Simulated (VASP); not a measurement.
Input of a VASP 6.6.1 run:

Contents of INCAR:

```
  PREC = Accurate
  ENCUT = 600
  EDIFF = 1E-6
  ISMEAR = 0
  SIGMA = 0.1
  LREAL = False
  LASPH = True
  NELM = 80
  ALGO = Normal
  ISIF = 3
  LWAVE = False
  LCHARG = False
  GGA = PE
  IBRION = 2
  NSW = 100
  EDIFFG = -0.01
```

KPOINTS

```
regular mesh
0
Gamma
  10 10 10
```

The input POSCAR:

```
Zr2H3
1.0
    3.7809033589      0.0000000000      0.0000000000
    0.0000000000      3.7809033589      0.0000000000
    0.0000000000      0.0000000000      3.7809033589
Zr H
2 3
Direct
    0.5000000000      0.5000000000      0.5000000000
    0.0000000000      0.0000000000      0.0000000000
    0.5000000000      0.0000000000      0.0000000000
    0.0000000000      0.5000000000      0.0000000000
    0.0000000000      0.0000000000      0.5000000000
```

Potentials or basis: VASP PAW PBE potentials, release 64 (Zr_sv, H).

The run is started by

```sh
$ cat potpaw_PBE.64/Zr_sv/POTCAR potpaw_PBE.64/H/POTCAR > POTCAR
$ mpirun -np 1 vasp_std > vasp.out
```

(1) Predict the relaxed volume.

(2) Estimate the space group after relaxing (to 0.1 Å).

(3) Estimate the relaxed cell.

(4) Predict the band gap on the k mesh.

## Answers

(1) 10.83 Å³/atom.

(2) Pm-3m (No. 221).

(3) a = 3.783 Å, b = 3.783 Å, c = 3.783 Å, α = 90.00°, β = 90.00°, γ = 90.00°.

(4) zero (an odd number of electrons rules out a gap without spin polarisation).
